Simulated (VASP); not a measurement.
# NbP (zincblende type) (F-43m) in VASP: notebook

NbP (zincblende type) is run at these levels: PBE, PBE+D3(BJ); tasks: single point.

All numbers are computed with VASP 6.6.1; they aren't measurements. Logs are shortened: lines on timing, memory, paths and dates and some standing lists are left out, and cuts for length are marked.

### Step 1. The cell of the first run

It takes space group F-43m (No. 216, cubic). Conventional cell: a = 4.913 Å, b = 4.913 Å, c = 4.913 Å, α = 90.00°, β = 90.00°, γ = 90.00°. Within 2.8 Å of Nb (site symmetry -43m) lie 4 P at 2.13 Å. P (site symmetry -43m) has 4 Nb at 2.13 Å within 2.8 Å.

### Step 2. Single point, PBE (volume scaled by 0.68)

Input file INCAR:

```
  ALGO = Normal
  EDIFF = 1E-6
  ENCUT = 500
  GGA = PE
  GGA_COMPAT = F
  ISIF = 2
  ISMEAR = -1
  LASPH = T
  LCHARG = F
  LREAL = F
  LWAVE = F
  NBANDS = 16
  NELM = 120
  PREC = Accurate
  SIGMA = 0.08
```

Input file KPOINTS:

```
k-points
0
Gamma
  12 12 12
```

Input file POSCAR:

```
NbP
1.0
    0.0000000000      2.4566084143      2.4566084143
    2.4566084143      0.0000000000      2.4566084143
    2.4566084143      2.4566084143      0.0000000000
Nb P
1 1
Direct
    0.0000000000      0.0000000000      0.0000000000
    0.2500000000      0.2500000000      0.2500000000
```

Potentials or basis: VASP PAW PBE potentials, release 64 (Nb_sv, P).

On the command line:

```bash
$ cat potpaw_PBE.64/Nb_sv/POTCAR potpaw_PBE.64/P/POTCAR > POTCAR
$ mpirun -np 1 vasp_std > vasp.out
```

OUTCAR:

```text
EDIFF = 1E-6
   ENCUT = 500
   GGA = PE
   ISIF = 2
   ISMEAR = -1
   LASPH = T
   LREAL = F
   NELM = 120
   PREC = Accurate

 ion  position               nearest neighbor table
   1  0.000  0.000  0.000-   2 2.13   2 2.13   2 2.13   2 2.13
   2  0.250  0.250  0.250-   1 2.13   1 2.13   1 2.13   1 2.13

  LATTYP: Found a face centered cubic cell.
 ALAT       =     4.9132168286

  Lattice vectors:

 A1 = (   0.0000000000,   2.4566084143,   2.4566084143)
 A2 = (   2.4566084143,   0.0000000000,   2.4566084143)
 A3 = (   2.4566084143,   2.4566084143,   0.0000000000)

Analysis of symmetry for initial positions (statically):
=====================================================================
 Subroutine PRICEL returns:
 Original cell was already a primitive cell.

 Routine SETGRP: Setting up the symmetry group for a
 face centered cubic supercell.

 Subroutine GETGRP returns: Found 24 space group operations
 (whereof 24 operations were pure point group operations)
 out of a pool of 48 trial point group operations.

The static configuration has the point symmetry T_d .

Analysis of symmetry for dynamics (positions and initial velocities):
=====================================================================
 Subroutine PRICEL returns:
 Original cell was already a primitive cell.

 Routine SETGRP: Setting up the symmetry group for a
 face centered cubic supercell.

 Subroutine GETGRP returns: Found 24 space group operations
 (whereof 24 operations were pure point group operations)
 out of a pool of 48 trial point group operations.

The dynamic configuration has the point symmetry T_d .

 Subroutine INISYM returns: Found 24 space group operations
 (whereof 24 operations are pure point group operations),
 and found     1 'primitive' translations

----------------------------------------------------------------------------------------

                                     Primitive cell

  volume of cell :      29.6509

  direct lattice vectors                    reciprocal lattice vectors
     0.000000000  2.456608414  2.456608414    -0.203532642  0.203532642  0.203532642
     2.456608414  0.000000000  2.456608414     0.203532642 -0.203532642  0.203532642
     2.456608414  2.456608414  0.000000000     0.203532642  0.203532642 -0.203532642

  length of vectors
     3.474168937  3.474168937  3.474168937     0.352528876  0.352528876  0.352528876

  position of ions in fractional coordinates (direct lattice)
     0.000000000  0.000000000  0.000000000
     0.250000000  0.250000000  0.250000000

  ion indices of the primitive-cell ions
   primitive index   ion index
                 1           1
                 2           2

----------------------------------------------------------------------------------------

 KPOINTS: k-points

Automatic generation of k-mesh.
 Grid dimensions read from file:
 generate k-points for:   12   12   12

 Generating k-lattice:

  Cartesian coordinates                     Fractional coordinates (reciprocal lattice)
    -0.016961053  0.016961053  0.016961053     0.083333333  0.000000000  0.000000000
     0.016961053 -0.016961053  0.016961053     0.000000000  0.083333333  0.000000000
     0.016961053  0.016961053 -0.016961053     0.000000000  0.000000000  0.083333333

  Length of vectors
     0.029377406  0.029377406  0.029377406

  Shift w.r.t. Gamma in fractional coordinates (k-lattice)
     0.000000000  0.000000000  0.000000000

 Subroutine IBZKPT returns following result:
 ===========================================

 Found     72 irreducible k-points:

 Following reciprocal coordinates:
            Coordinates               Weight
  0.000000  0.000000  0.000000      1.000000
  0.083333  0.000000  0.000000      8.000000
  0.166667  0.000000  0.000000      8.000000
  0.250000  0.000000  0.000000      8.000000
  0.333333  0.000000  0.000000      8.000000
  0.416667  0.000000  0.000000      8.000000
[... 16 lines left out ...]
  0.500000  0.166667  0.000000     24.000000
 -0.416667  0.166667  0.000000     24.000000
 [... further k-points ...]
   k-points           NKPTS =     72   k-points in BZ     NKDIM =     72   number of bands    NBANDS=     16
   number of dos      NEDOS =    301   number of ions     NIONS =      2
   total plane-waves  NPLWV =  21952
   dimension x,y,z NGX =    28 NGY =   28 NGZ =   28
   dimension x,y,z NGXF=    56 NGYF=   56 NGZF=   56
   ions per type =               1   1
   NGX,Y,Z   is equivalent  to a cutoff of  13.40, 13.40, 13.40 a.u.
   NGXF,Y,Z  is equivalent  to a cutoff of  26.80, 26.80, 26.80 a.u.
 SYSTEM =  unknown system
   PREC   = accura    normal or accurate (medium, high low for compatibility)
   ISTART =      0    job   : 0-new  1-cont  2-samecut
   ICHARG =      2    charge: 1-file 2-atom 10-const
   ISPIN  =      1    spin polarized calculation?
   LNONCOLLINEAR =      F non collinear calculations
   LSORBIT =      F    spin-orbit coupling
   LASPH  =      T    aspherical Exc in radial PAW
   ENCUT  =  500.0 eV  36.75 Ry    6.06 a.u.   6.33  6.33  6.33*2*pi/ulx,y,z
   NELM   =    120;   NELMIN=  2; NELMDL= -5     # of ELM steps
   EDIFF  = 0.1E-05   stopping-criterion for ELM
   LREAL  =      F    real-space projection
[... 7 lines left out ...]
   TEBEG  =    0.0;   TEEND  =   0.0 temperature during run
   PSTRESS=    0.0 pullay stress
   NELECT =      18.0000    total number of electrons
   NUPDOWN=      -1.0000    fix difference up-down
   EMIN   =  10.00;   EMAX   =-10.00  energy-range for DOS
   EFERMI =   0.00;   METHOD = LEGACY
   ISMEAR =    -1;   SIGMA  =   0.08  broadening in eV -4-tet -1-fermi 0-gaus
   EFERMI_NEDOS =   21; number of points for ismear=-14 and -15
   IALGO  =     38    algorithm
   IMIX   =      4    mixing-type and parameters
     AMIX     =   0.40;   BMIX     =  1.00
     AMIX_MAG =   1.60;   BMIX_MAG =  1.00
  volume/ion in A,a.u.               =      14.83       100.05
  Fermi-wavevector in a.u.,A,eV,Ry     =   1.386180  2.619501 26.143539  1.921496
  Thomas-Fermi vector in A             =   2.510520
   LORBIT       =      0    0 simple, 1 ext, 2 COOP (PROOUT), +10 PAW based schemes
   GGA     = PE    functional components
   LHFCALC =     F    Hartree Fock is set to
   AEXX    =    0.0000 exact exchange contribution
   IVDW    =     0    specifies the selected vdW correction
   LEPSILON=     F    determine dielectric tensor
   LRPA    =     F    only Hartree local field effects (RPA)
 non-spin polarized calculation
  energy-cutoff  :      500.00
  volume of cell :       29.65
 maximum number of plane-waves:       769
 NGX is ok and might be reduce to    28

 number of electron      18.0000002 magnetization

 Free energy of the ion-electron system (eV)
  ---------------------------------------------------
  ext. energy  EPLUGINS =         0.00000000
  ---------------------------------------------------
  free energy    TOTEN  =       -12.97257310 eV

  energy without entropy =      -12.95185487  energy(sigma->0) =      -12.96221398

 E-fermi :  11.4808     XC(G=0): -12.0844

 val. band max:       11.4528480780   @ k =  -0.2500   0.3333   0.0833
 cond. band min:      11.4962027168   @ k =   0.1667   0.0833   0.0000
 fundamental gap:      0.0433546388
 Fermi energy:        11.4807863220

 k-point     1 :       0.0000    0.0000    0.0000
  band No.  band energies     occupation
      1     -43.0122      2.00000
      2     -19.2468      2.00000
      3     -19.2468      2.00000
      4     -19.2468      2.00000
      5      -1.2195      2.00000
      6       6.5876      2.00000
[... 8 lines left out ...]
     15      24.6399      0.00000
     16      24.6399      0.00000

 k-point     2 :       0.0833    0.0000    0.0000
  band No.  band energies     occupation
      1     -43.0094      2.00000
      2     -19.2792      2.00000
      3     -19.2510      2.00000
      4     -19.2510      2.00000
      5      -1.0924      2.00000
      6       6.4941      2.00000
[... 8 lines left out ...]
     15      23.5581      0.00000
     16      24.2426      0.00000

 k-point     3 :       0.1667    0.0000    0.0000
  band No.  band energies     occupation
      1     -43.0018      2.00000
      2     -19.3665      2.00000
      3     -19.2625      2.00000
      4     -19.2625      2.00000
      5      -0.7441      2.00000
      6       6.2955      2.00000
[... 8 lines left out ...]
     15      21.6055      0.00000
     16      23.3508      0.00000

 k-point     4 :       0.2500    0.0000    0.0000
  band No.  band energies     occupation
      1     -42.9914      2.00000
      2     -19.4832      2.00000
      3     -19.2782      2.00000
      4     -19.2782      2.00000
      5      -0.2706      2.00000
      6       6.1634      2.00000
[... 8 lines left out ...]
     15      20.3315      0.00000
     16      22.9957      0.00000

 k-point     5 :       0.3333    0.0000    0.0000
  band No.  band energies     occupation
      1     -42.9810      2.00000
      2     -19.5973      2.00000
      3     -19.2938      2.00000
      4     -19.2938      2.00000
      5       0.1867      2.00000
      6       6.2309      2.00000
[... 8 lines left out ...]
     15      21.7180      0.00000
     16      23.6753      0.00000

 k-point     6 :       0.4167    0.0000    0.0000
  band No.  band energies     occupation
      1     -42.9734      2.00000
      2     -19.6791      2.00000
      3     -19.3052      2.00000
      4     -19.3052      2.00000
      5       0.4982      2.00000
      6       6.4703      2.00000
[... 8 lines left out ...]
     15      23.7038      0.00000
     16      24.4881      0.00000
[... 267 lines left out ...]
 k-point    21 :       0.3333    0.1667    0.0000
  band No.  band energies     occupation
      1     -42.9811      2.00000
      2     -19.5370      2.00000
      3     -19.3258      2.00000
      4     -19.3227      2.00000
      5       0.2200      2.00000
      6       5.7486      2.00000
[... 8 lines left out ...]
     15      21.3233      0.00000
     16      22.9467      0.00000

 k-point    22 :       0.4167    0.1667    0.0000
  band No.  band energies     occupation
      1     -42.9725      2.00000
      2     -19.6190      2.00000
      3     -19.3519      2.00000
      4     -19.3329      2.00000
      5       0.5965      2.00000
      6       5.9401      2.00000
[... 8 lines left out ...]
     15      22.4569      0.00000
     16      23.5279      0.00000

 k-point    23 :       0.5000    0.1667    0.0000
  band No.  band energies     occupation
      1     -42.9672      2.00000
      2     -19.6675      2.00000
      3     -19.3756      2.00000
      4     -19.3338      2.00000
      5       0.8155      2.00000
      6       6.2651      2.00000
[... 8 lines left out ...]
     15      23.4929      0.00000
     16      23.7451      0.00000

 k-point    24 :      -0.4167    0.1667    0.0000
  band No.  band energies     occupation
      1     -42.9665      2.00000
      2     -19.6715      2.00000
      3     -19.3897      2.00000
      4     -19.3253      2.00000
      5       0.8428      2.00000
      6       6.5174      2.00000
[... 8 lines left out ...]
     15      23.6260      0.00000
     16      23.7162      0.00000

 [... further k-points ...]
[... 5 lines left out ...]
  --------------------------------------------------------------------------------------
  -------------------------------------------------------------------------------------
  Total       16.1951431     16.1951431     16.1951431      0.0000000      0.0000000      0.0000000
  in kB      875.0997750    875.0997750    875.0997750      0.0000000      0.0000000      0.0000000
  external PRESSURE =     875.0997750 kB  Pullay stress =       0.0000000 kB

 VOLUME and BASIS-vectors are now :
 -----------------------------------------------------------------------------
  energy-cutoff  :      500.00
  volume of cell :       29.65
      direct lattice vectors                 reciprocal lattice vectors
     0.000000000  2.456608414  2.456608414    -0.203532642  0.203532642  0.203532642
     2.456608414  0.000000000  2.456608414     0.203532642 -0.203532642  0.203532642
     2.456608414  2.456608414  0.000000000     0.203532642  0.203532642 -0.203532642

 POSITION                                       TOTAL-FORCE (eV/Angst)
 -----------------------------------------------------------------------------------
      0.00000      0.00000      0.00000        -0.000000      0.000000      0.000000
      1.22830      1.22830      1.22830         0.000000     -0.000000     -0.000000
 -----------------------------------------------------------------------------------
    total drift:                               -0.000000     -0.000000     -0.000000

  FREE ENERGIE OF THE ION-ELECTRON SYSTEM (eV)
  ---------------------------------------------------
  free  energy   TOTEN  =       -12.9725731009 eV

  energy  without entropy=      -12.9518548668  energy(sigma->0) =      -12.96221398
```

Wall time 35 s (1 thread of Intel Xeon Platinum 8375C at 2.90GHz (Ice Lake), shared host); peak memory 0.17 GiB.

Results:

```yaml
Free_energy: -12.9726 eV
Pressure: 87.5 GPa
Band_gap_on_the_k_mesh: zero (band 9 reaches 12.37 eV, above the bottom of band 10 at 11.14 eV)
```

Caveat: the cell differs from its parent crystal (volume scaled by 0.68).

### Step 3. Single point, PBE

Input file INCAR:

```
SYSTEM = NbP
PREC = Accurate
ENCUT = 500
EDIFF = 1E-6
ISMEAR = -1
SIGMA = 0.08
LREAL = .False.
LASPH = .True.
NELM = 120
ALGO = Normal
ISIF = 2
LWAVE = .False.
LCHARG = .False.
GGA = PE
NBANDS = 16
GGA_COMPAT = .False.
```

Input file KPOINTS:

```
Automatic mesh
0
Gamma
  12 12 12
  0 0 0
```

Input file POSCAR:

```
NbP
1.0
    0.0000000000      2.5715669273      2.5715669273
    2.5715669273      0.0000000000      2.5715669273
    2.5715669273      2.5715669273      0.0000000000
Nb P
1 1
Direct
    0.0000000000      0.0000000000      0.0000000000
    0.2500000000      0.2500000000      0.2500000000
```

Potentials or basis: VASP PAW PBE potentials, release 64 (Nb_sv, P).

On the command line:

```bash
$ cat potpaw_PBE.64/Nb_sv/POTCAR potpaw_PBE.64/P/POTCAR > POTCAR
$ mpirun -np 1 vasp_std > vasp.out
```

It took 34 s on 1 thread of Intel Xeon Platinum 8375C at 2.90GHz (Ice Lake), shared host; peak memory 0.18 GiB.

It converged, with:

| Property | Result |
| --- | --- |
| Free energy | -14.7067 eV |
| Pressure | 43.6 GPa |
| Band gap on the k mesh | zero (band 9 reaches 10.47 eV, above the bottom of band 10 at 9.48 eV) |

Levels at points of the mesh, in eV from the Fermi level:
| k point | band 5 | band 6 | band 7 | band 8 | band 9 | band 10 | band 11 | band 12 | band 13 | band 14 |
| --- | --- | --- | --- | --- | --- | --- | --- | --- | --- | --- |
| (0.00, 0.00, 0.00) | -12.27 | -4.47 | -4.47 | -4.47 | -0.06 | -0.06 | 3.92 | 6.73 | 6.73 | 6.73 |
| (0.50, 0.00, 0.00) | -10.75 | -4.73 | -3.90 | -3.90 | 0.74 | 0.74 | 1.30 | 4.36 | 4.36 | 5.40 |
| (0.50, 0.50, 0.00) | -10.21 | -6.02 | -2.06 | -2.06 | -1.61 | 1.64 | 1.76 | 2.06 | 2.06 | 9.97 |

### Step 4. Single point, PBE+D3(BJ)

This run uses another cell than the first one, of 17.01 Å³/atom, 1.147 times its volume.

Input file INCAR:

```
SYSTEM = NbP
ALGO = Normal ; EDIFF = 1E-6
ENCUT = 500 ; GGA = PE
GGA_COMPAT = .FALSE. ; ISIF = 2
ISMEAR = -1 ; IVDW = 12
LASPH = .TRUE. ; LCHARG = .TRUE.
LELF = .TRUE. ; LREAL = .FALSE.
LVHAR = .TRUE. ; LWAVE = .FALSE.
NBANDS = 16 ; NELM = 120
PREC = Accurate ; SIGMA = 0.08
```

Input file KPOINTS:

```
k-points
0
G
  12 12 12
  0 0 0
```

POSCAR is that of step 3.

On the command line:

```bash
$ cat potpaw_PBE.64/Nb_sv/POTCAR potpaw_PBE.64/P/POTCAR > POTCAR
$ mpirun -np 1 vasp_std > vasp.out
```

Wall time 35 s (1 thread of Intel Xeon Platinum 8375C at 2.90GHz (Ice Lake), shared host); peak memory 0.19 GiB.

Results (log left out):

- Free energy: -15.8891 eV
- Pressure: 37.8 GPa
- Band gap on the k mesh: zero (band 9 reaches 10.47 eV, above the bottom of band 10 at 9.48 eV)
- Dispersion energy per atom: -0.591 eV

Levels at points of the mesh, in eV from the Fermi level:
```
           k point  band 6  band 7  band 8  band 9  band 10  band 11  band 12  band 13
(0.00, 0.00, 0.00)   -4.47   -4.47   -4.47   -0.06    -0.06     3.92     6.73     6.73
(0.50, 0.00, 0.00)   -4.73   -3.90   -3.90    0.74     0.74     1.30     4.36     4.36
(0.50, 0.50, 0.00)   -6.02   -2.06   -2.06   -1.61     1.64     1.76     2.06     2.06
```

Caveat: pairwise dispersion overbinds metals, which lowers pressure and volume.

### Step 5. Summary

```csv
level,cell,gap on the mesh (eV),pressure (GPa)
PBE,"a = 3.474 Å, angles 60.0°, 2 atoms",none,87.5
PBE,"a = 3.637 Å, angles 60.0°, 2 atoms",none,43.6
PBE+D3(BJ),"a = 3.637 Å, angles 60.0°, 2 atoms",none,37.8
```

Alike in all rows: task single point; potentials or basis VASP PAW PBE potentials, release 64 (Nb_sv, P); no spin polarisation; k mesh 12 × 12 × 12; cutoff (eV) 500; smearing fermi-dirac 0.08 eV.

Caveats: pairwise dispersion overbinds metals, which lowers pressure and volume (some runs).

Total energies depend on the potentials used, so only differences within one code and one set of settings carry meaning.
